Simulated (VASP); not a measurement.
Here is a VASP 6.6.1 calculation.

INCAR

```
SYSTEM = Si2NF2
PREC = Accurate
ENCUT = 520
EDIFF = 1E-7
ISMEAR = 0
SIGMA = 0.1
LREAL = .False.
LASPH = .True.
NELM = 150
ALGO = Normal
ISIF = 2
LWAVE = .False.
LCHARG = .False.
ISPIN = 2
MAGMOM = 0 0 1 1 1
LORBIT = 11
GGA = PE
NBANDS = 26
```

File KPOINTS:

```
Automatic mesh
0
Gamma
  6 6 4
  0 0 0
```

The input POSCAR:

```
Si2NF2
1.0
    3.9674192262      0.0000000000      0.0000000000
   -1.9837096131      3.4358858374      0.0000000000
    0.0000000000      0.0000000000      7.0598908762
Si N F
2 1 2
Direct
    0.3333333333      0.6666666667      0.0000000000
    0.6666666667      0.3333333333      0.0000000000
    0.0000000000      0.0000000000      0.5000000000
    0.0000000000      0.0000000000      0.2496396353
    0.0000000000      0.0000000000      0.7503603647
```

Potentials or basis: VASP PAW PBE potentials, release 64 (Si, N, F).

Launch:

```console
$ cat potpaw_PBE.64/Si/POTCAR potpaw_PBE.64/N/POTCAR potpaw_PBE.64/F/POTCAR > POTCAR
$ mpirun -np 1 vasp_std > vasp.out
```

Question: What does it give for the pressure?

Answer: 0.0 GPa.

Question: Predict the site moments.

Answer: Si -0.00; N +1.30; F +0.05 μB.

Stress tensor (GPa, compression positive):
```
-0.10  0.00  0.00
 0.00 -0.10  0.00
 0.00  0.00  0.28
```
